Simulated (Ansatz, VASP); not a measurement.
**Sc: VASP beside Ansatz**

The input INCAR:

```
PREC = Accurate ; ENCUT = 520
EDIFF = 1E-7 ; ISMEAR = -1
SIGMA = 0.03 ; LREAL = F
LASPH = T ; NELM = 80
ALGO = Normal ; ISIF = 2
LWAVE = F ; LCHARG = F
NBANDS = 18
```

The input KPOINTS:

```
regular mesh
0
Gamma
  13 13 7
```

Contents of POSCAR:

```
Sc
1.0
    3.3307111048      0.0000000000      0.0000000000
   -1.6653555523      2.8844804293      0.0000000000
    0.0000000000      0.0000000000      5.3028884340
Sc
2
Direct
    0.3333333333      0.6666666667      0.2500000000
    0.6666666667      0.3333333333      0.7500000000
```

Input for Ansatz:

```yaml
crystal:
  lattice:
    - [3.3307111048, 0.0, 0.0]
    - [-1.6653555523, 2.8844804293, 0.0]
    - [0.0, 0.0, 5.302888434]
  atoms:
    - { symbol: Sc, position: [0.3333333333, 0.6666666667, 0.25] }
    - { symbol: Sc, position: [0.6666666667, 0.3333333333, 0.75] }
kpoints:
  mp_grid: { grid: [13, 13, 7] }
  band_path:
    path:
      - [0.0, 0.0, 0.0]
      - [0.5, 0.0, 0.0]
      - [0.3333333333, 0.3333333333, 0.0]
      - [0.0, 0.0, 0.0]
      - [0.0, 0.0, 0.5]
      - [0.5, 0.0, 0.5]
      - [0.3333333333, 0.3333333333, 0.5]
      - [0.0, 0.0, 0.5]
      - [0.5, 0.0, 0.5]
    npoints: 5
scf:
  occupations: { method: fermi_dirac, width: 0.03 }
hamiltonian:
  xc: lda
  pseudopotentials: { kind: all_electron, lapw: { basis_error: 0.0005 } }
output:
  forces: true
  stress: true
  eigenvalues: true
```

Change from the starting cell: volume scaled by 1.02.

Alike in both runs: task single point; functional LDA; k mesh 13 × 13 × 7; occupations fermi-dirac, width 0.03 eV; no spin polarisation.

|  | VASP | Ansatz |
| --- | --- | --- |
| version | VASP 6.6.1 | Ansatz 0.2.0 |
| potentials or method | VASP PAW LDA potentials, release 64 (Sc_sv), cutoff 520 eV | all-electron LAPW, scalar-relativistic |

|  | VASP | Ansatz | Ansatz less VASP |
| --- | --- | --- | --- |
| pressure (GPa) | -6.1 | -6.1 | -0.03 |
| traceless stress, the component that is largest in VASP (GPa) | -1.15 | -1.15 | -0.003 |

LDA's correlation is that of Perdew and Zunger in VASP and of Perdew and Wang (1992) in Ansatz. Ansatz ran all-electron here, and VASP with PAW potentials.
